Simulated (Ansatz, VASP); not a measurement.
# One calculation of LaB6, two programs

```
La B
1.0
     4.09814    0.00000    0.00000
     0.00000    4.09814    0.00000
     0.00000    0.00000    4.09814
La B
1 6
Direct
  0.00000 0.00000 0.00000
  0.19992 0.50000 0.50000
  0.50000 0.19992 0.50000
  0.80008 0.50000 0.50000
  0.50000 0.80008 0.50000
  0.50000 0.50000 0.19992
  0.50000 0.50000 0.80008
```

Alike in both runs: functional LDA; k mesh 8 × 8 × 8; occupations fermi-dirac, width 0.1 eV; no spin polarisation.

Ansatz relaxed the structure, and its values are those at the end. VASP's run is a single point on that final structure, the one shown.

|  | VASP | Ansatz |
| --- | --- | --- |
| version | VASP 6.6.1 | Ansatz 0.2.0 |
| potentials or method | VASP PAW LDA potentials, release 64 (La, B), cutoff 520 eV | PAW plane waves |
| valence electrons in the cell | 29 | 29 |

|  | VASP | Ansatz | Ansatz less VASP |
| --- | --- | --- | --- |
| gap on the k mesh at the Fermi level (eV) | none | none | - |
| pressure (GPa) | 0.2 | 0.0 | -0.17 |
| rms of the force components (eV/Å) | 0.012 | 0.000 | -0.0122 |

Ansatz warns that its potentials were made for another functional, while VASP's fit it. LDA's correlation is that of Perdew and Zunger in VASP and of Perdew and Wang (1992) in Ansatz. A gap of «none» marks a metal or a gap that the smearing closes.

Neither program's run includes spin-orbit coupling.
